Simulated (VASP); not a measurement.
# Hg (R-3m) in VASP: further runs, part 4 of 4

VASP 6.6.1. Earlier steps stand in the parts before.

## 6. Relaxation of shape and atoms at fixed volume, PBE (31.10 Å³/atom)

This run uses another cell than the first one, of 31.10 Å³/atom.

File INCAR:

```
PREC     = Accurate       # precision mode
ENCUT    = 600            # plane-wave cutoff, eV
EDIFF    = 1E-6           # SCF threshold, eV
ISMEAR   = 0              # smearing method
SIGMA    = 0.1            # smearing width, eV
LREAL    = False          # projectors in reciprocal space
LASPH    = True           # aspherical terms in the spheres
NELM     = 60             # most SCF steps
ALGO     = Fast           # electronic algorithm
ISIF     = 4              # what is computed and relaxed
LWAVE    = False          # write WAVECAR
LCHARG   = False          # write CHGCAR
GGA      = PE             # functional
IBRION   = 2              # ionic algorithm
NSW      = 50             # ionic steps
EDIFFG   = -0.01          # ionic threshold
```

File KPOINTS:

```
Automatic mesh
0
Gamma
  15 15 15
```

File POSCAR:

```
Hg
1.0
    2.0605071249      1.1896343432      2.1148354687
   -2.0605071249      1.1896343432      2.1148354687
    0.0000000000     -2.3792686864      2.1148354687
Hg
1
Direct
    0.0000000000      0.0000000000      0.0000000000
```

Potentials or basis: VASP PAW PBE potentials, release 64 (Hg).

Started as:

```
cat potpaw_PBE.64/Hg/POTCAR > POTCAR
mpirun -np 1 vasp_std > vasp.out
```

OUTCAR:

```text
PREC = Accurate
   ENCUT = 600
   EDIFF = 1E-6
   ISMEAR = 0
   LREAL = False
   LASPH = True
   NELM = 60
   ISIF = 4
   GGA = PE
   IBRION = 2
   NSW = 50
   EDIFFG = -0.01

 ion  position               nearest neighbor table
   1  0.000  0.000  0.000-

  LATTYP: Found a trigonal (rhomboedric) cell.
 ALAT       =     3.1833077988
 COS(alpha) =     0.1620444720

  Lattice vectors:

 A1 = (   2.0605071249,   1.1896343432,   2.1148354687)
 A2 = (  -2.0605071249,   1.1896343432,   2.1148354687)
 A3 = (   0.0000000000,  -2.3792686864,   2.1148354687)

Analysis of symmetry for initial positions (statically):
=====================================================================
 Subroutine PRICEL returns:
 Original cell was already a primitive cell.

 Routine SETGRP: Setting up the symmetry group for a
 trigonal (rhombohedral) supercell.

 Subroutine GETGRP returns: Found 12 space group operations
 (whereof 12 operations were pure point group operations)
 out of a pool of 12 trial point group operations.

The static configuration has the point symmetry D_3d.

Analysis of symmetry for dynamics (positions and initial velocities):
=====================================================================
 Subroutine PRICEL returns:
 Original cell was already a primitive cell.

 Routine SETGRP: Setting up the symmetry group for a
 trigonal (rhombohedral) supercell.

 Subroutine GETGRP returns: Found 12 space group operations
 (whereof 12 operations were pure point group operations)
 out of a pool of 12 trial point group operations.

The dynamic configuration has the point symmetry D_3d.

 Subroutine INISYM returns: Found 12 space group operations
 (whereof 12 operations are pure point group operations),
 and found     1 'primitive' translations

----------------------------------------------------------------------------------------

                                     Primitive cell

[... 114 lines left out ...]
   LHFCALC =     F    Hartree Fock is set to
   AEXX    =    0.0000 exact exchange contribution
   IVDW    =     0    specifies the selected vdW correction
   LEPSILON=     F    determine dielectric tensor
   LRPA    =     F    only Hartree local field effects (RPA)
 conjugate gradient relaxation of ions
 non-spin polarized calculation
 RMM-DIIS sequential band-by-band and
 Gauss-broadening in eV      SIGMA  =   0.10
  energy-cutoff  :      600.00
  volume of cell :       31.10
 maximum number of plane-waves:      1053
 NGX is ok and might be reduce to    28
   NGX = 13   NGY = 13   NGZ = 13

 number of electron      11.9999999 magnetization

 Free energy of the ion-electron system (eV)
  ---------------------------------------------------
  ext. energy  EPLUGINS =         0.00000000
  ---------------------------------------------------
  free energy    TOTEN  =        -0.16495545 eV

  energy without entropy =       -0.16375172  energy(sigma->0) =       -0.16435359

 E-fermi :   0.9769     XC(G=0):  -9.3128

 val. band max:        0.9163652373   @ k =   0.4667   0.1333   0.0667
 cond. band min:       1.0093944365   @ k =  -0.1333   0.4667   0.1333
 fundamental gap:      0.0930291992
 Fermi energy:         0.9769116960

 k-point     1 :       0.0000    0.0000    0.0000
  band No.  band energies     occupation
      1      -6.3706      2.00000
      2      -6.2309      2.00000
      3      -6.2309      2.00000
      4      -4.8889      2.00000
      5      -4.8889      2.00000
      6      -4.8472      2.00000
      7      10.5367      0.00000
      8      10.5367      0.00000
      9      10.9164      0.00000
     10      13.7683      0.00000
[... 287 lines left out ...]
 k-point    24 :       0.2000    0.1333   -0.0000
  band No.  band energies     occupation
      1      -6.1780      2.00000
      2      -5.9189      2.00000
      3      -5.4199      2.00000
      4      -5.1191      2.00000
      5      -4.9746      2.00000
      6      -4.9081      2.00000
      7       7.0508      0.00000
      8       9.4772      0.00000
      9      11.2473      0.00000
     10      15.5457      0.00000

 [... further k-points ...]

------------------------ aborting loop because EDIFF is reached ----------------------------------------

  FORCE on cell =-STRESS in cart. coord.  units (eV):
  Direction    XX          YY          ZZ          XY          YZ          ZX
  --------------------------------------------------------------------------------------
  -------------------------------------------------------------------------------------
  Total       -0.0804589     -0.0804589     -0.0931929      0.0000000     -0.0000000      0.0000000
  in kB       -4.1444696     -4.1444696     -4.8004036      0.0000000     -0.0000000      0.0000000
  external PRESSURE =      -4.3631143 kB  Pullay stress =       0.0000000 kB

 VOLUME and BASIS-vectors are now :
 -----------------------------------------------------------------------------
  energy-cutoff  :      600.00
  volume of cell :       31.10
      direct lattice vectors                 reciprocal lattice vectors
     2.060507125  1.189634343  2.114835469     0.242658710  0.140099071  0.157616674
    -2.060507125  1.189634343  2.114835469    -0.242658710  0.140099071  0.157616674
     0.000000000 -2.379268686  2.114835469     0.000000000 -0.280198143  0.157616674

 POSITION                                       TOTAL-FORCE (eV/Angst)
 -----------------------------------------------------------------------------------
      0.00000      0.00000      0.00000         0.000000      0.000000      0.000000
 -----------------------------------------------------------------------------------
    total drift:                               -0.000000      0.000000     -0.000000

  FREE ENERGIE OF THE ION-ELECTRON SYSTEM (eV)
  ---------------------------------------------------
  free  energy   TOTEN  =        -0.1649554487 eV

  energy  without entropy=       -0.1637517230  energy(sigma->0) =       -0.16435359

 reached required accuracy - stopping structural energy minimisation
```

It took 38 s on 1 thread of Intel Xeon 6975P-C (Granite Rapids), shared host; peak memory 0.26 GiB.

What came out:

```yaml
Free_energy: -0.1650 eV
Pressure_after_relaxing: -0.4 GPa
Band_gap_on_the_k_mesh: zero (bands 6 and 7 overlap by 2.63 eV)
```

Final structure:
```cif
data_structure
_symmetry_space_group_name_H-M 'P 1'
_symmetry_Int_Tables_number 1
_cell_length_a 3.1833
_cell_length_b 3.1833
_cell_length_c 3.1833
_cell_angle_alpha 80.674
_cell_angle_beta 80.674
_cell_angle_gamma 80.674
_cell_volume 31.10
loop_
_atom_site_label
_atom_site_type_symbol
_atom_site_fract_x
_atom_site_fract_y
_atom_site_fract_z
_atom_site_occupancy
Hg1 Hg 0.00000 0.00000 0.00000 1
```

Caveat: spin-orbit coupling is left out, which moves the levels of the heavy elements.

## 7. The runs side by side

```tsv
task	cell	gap on the mesh (eV)	pressure (GPa)	relaxed volume (Å³/atom)
relaxation of shape and atoms at fixed volume	relaxed from a = 3.064 Å, angles 80.0°, 1 atom	none	1.3	-
relaxation of shape and atoms at fixed volume	relaxed from a = 3.091 Å, angles 80.7°, 1 atom	none	0.7	-
relaxation of cell and atoms	relaxed from a = 3.122 Å, angles 80.7°, 1 atom	none	0.0	29.83
relaxation of shape and atoms at fixed volume	relaxed from a = 3.153 Å, angles 80.7°, 1 atom	none	-0.2	30.22
relaxation of shape and atoms at fixed volume	relaxed from a = 3.183 Å, angles 80.7°, 1 atom	none	-0.4	31.10
```

Alike in all rows: level PBE; potentials or basis VASP PAW PBE potentials, release 64 (Hg); no spin polarisation; k mesh 15 × 15 × 15; cutoff (eV) 600; smearing gaussian 0.1 eV.

Caveats: spin-orbit coupling is left out, which moves the levels of the heavy elements.

Absolute energies hang on the potentials; compare differences alone.

The gap in the log of VASP goes by the Fermi energy; the results here count the filled bands.